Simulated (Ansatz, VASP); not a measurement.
## Si3Te in VASP and in Ansatz

```
CELL_PARAMETERS angstrom
3.06620 0.00000 0.00000
0.00000 3.06620 0.00000
0.00000 0.00000 8.29167
ATOMIC_POSITIONS crystal
Si 0.00000 0.00000 0.50000
Si 0.50000 0.50000 0.22612
Si 0.50000 0.50000 0.77388
Te 0.00000 0.00000 0.00000
```

Change from the starting cell: species swapped into the Al3Cu type (P4/mmm, No. 123).

Alike in both runs: task single point; functional PBE; k mesh 6 × 6 × 2; occupations gaussian, width 0.1 eV; no spin polarisation.

|  | VASP | Ansatz |
| --- | --- | --- |
| version | VASP 6.6.1 | Ansatz 0.2.0 |
| potentials or method | VASP PAW PBE potentials, release 64 (Si, Te), cutoff 500 eV | scalar-relativistic, plane waves, PAW |
| valence electrons in the cell | 18 | 28 |

```csv
,VASP,Ansatz,Ansatz less VASP
gap on the k mesh at the Fermi level (eV),none,none,-
pressure (GPa),3.9,3.9,-0.01
"traceless stress, the component that is largest in VASP (GPa)",-4.46,-4.47,-0.015
rms of the force components (eV/Å),0.732,0.732,-0.0005
```

Atom by atom the forces differ by 0.000 eV/Å (rms over components). A gap of «none» marks a metal or a gap that the smearing closes. With one functional, cell and mesh, what is left measures potentials, basis and numerics. VASP's potentials hold 18 valence electrons a cell and Ansatz's 28, so a difference there can come from the potentials and not from the codes.

The k mesh is coarse, so the values compare programs but aren't converged. Spin-orbit coupling is off throughout.
